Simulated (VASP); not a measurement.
# GaN: elastic constants with PBE

The system is GaN.

```xyz
4
Lattice="3.1800 0.0000 0.0000 -1.5900 2.7540 0.0000 0.0000 0.0000 5.1660" Properties=species:S:1:pos:R:3 pbc="T T T"
Ga    1.5900    0.9180    2.5830
Ga    0.0000    1.8360    0.0000
N     1.5900    0.9180    4.5203
N     0.0000    1.8360    1.9373
```

| Quantity | Value |
| --- | --- |
| Program | VASP 6.6.1 |
| Task | elastic constants |
| Functional | PBE |
| Potentials or basis | VASP PAW PBE potentials, release 64 (Ga_d, N) |
| Cutoff | 600 eV |
| k mesh | 7 × 7 × 4 |
| Occupations | gaussian, width 0.01 eV |
| Spin | no spin polarisation |
| Dipole correction | no |
| Ions in elastic constants | relaxed |
| Further INCAR settings | ALGO = Normal; EDIFF = 1e-08; NBANDS = 26; IBRION = 6; POTIM = 0.015; NSW = 1; ISIF = 3 |

```
Voigt bulk modulus                                      : 195 GPa
Highest phonon frequency at Γ, LO-TO splitting left out : 699 cm⁻¹
```

Phonon frequencies in cm⁻¹ (negative: imaginary):
```
              q point                                frequencies
(0.000, 0.000, 0.000)  0 0 0 133 133 336 543 543 545 555 555 699
```

Elastic tensor in Voigt notation (GPa, in the Cartesian axes of the cell as first typed):
```
346 134  99   0   0   0
134 346  99   0   0   0
 99  99 395   0   0   0
  0   0   0  89   0   0
  0   0   0   0  89   0
  0   0   0   0   0 106
```

Clamped-ion elastic tensor (GPa):
```
411 103  63   0   0   0
103 411  63   0   0   0
 63  63 473   0   0   0
  0   0   0 108   0   0
  0   0   0   0 108   0
  0   0   0   0   0 154
```

Wall time 15 min on 1 thread of AMD EPYC 9R45 96-Core Processor (Zen 5), on a shared host, peak memory 0.33 GiB.

Caveat: the cell is under stress, which shifts elastic constants.
